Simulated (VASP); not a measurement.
A run of VASP 6.6.1 is set up as follows.

Contents of INCAR:

```
SYSTEM = Al8N7
PREC = Accurate ; ENCUT = 520
EDIFF = 1E-6 ; ISMEAR = 0
SIGMA = 0.05 ; LREAL = Auto
LASPH = .True. ; NELM = 60
ALGO = Normal ; ISIF = 2
LWAVE = .False. ; LCHARG = .False.
NBANDS = 42 ; NELECT = 56.0
```

File KPOINTS:

```
regular mesh
0
Gamma
  4 4 4
  0 0 0
```

File POSCAR:

```
Al8N7
1.0
   -4.0109247379      4.0109247379      0.0000000000
   -4.0109247379      0.0000000000      4.0109247379
    0.0000000000      4.0109247379      4.0109247379
Al N
8 7
Direct
    0.7500000000      0.7500000000      0.7500000000
    0.2500000000      0.7500000000      0.7500000000
    0.7500000000      0.2500000000      0.7500000000
    0.7500000000      0.7500000000      0.2500000000
    0.2500000000      0.2500000000      0.7500000000
    0.2500000000      0.7500000000      0.2500000000
    0.7500000000      0.2500000000      0.2500000000
    0.2500000000      0.2500000000      0.2500000000
    0.5623297659      0.9376702341      0.4376702341
    1.0000000000      0.5000000000      0.5000000000
    1.0000000000      1.0000000000      0.0000000000
    0.5000000000      0.5000000000      0.5000000000
    0.5000000000      1.0000000000      0.0000000000
    1.0000000000      0.5000000000      0.0000000000
    0.5000000000      0.5000000000      0.0000000000
```

Potentials or basis: VASP PAW LDA potentials, release 64 (Al, N).

Run with:

```bash
$ cat potpaw_LDA.64/Al/POTCAR potpaw_LDA.64/N/POTCAR > POTCAR
$ mpirun -np 1 vasp_std > vasp.out
```

(1) Predict the largest force.

## Answers

(1) 18.136 eV/Å.

Caveat: the cell carries a net charge on a neutralising background, which shifts energy and pressure; the cell differs from its parent crystal (atom 9 moved 0.000 of the way to it and -0.500 Å across, host rigid).
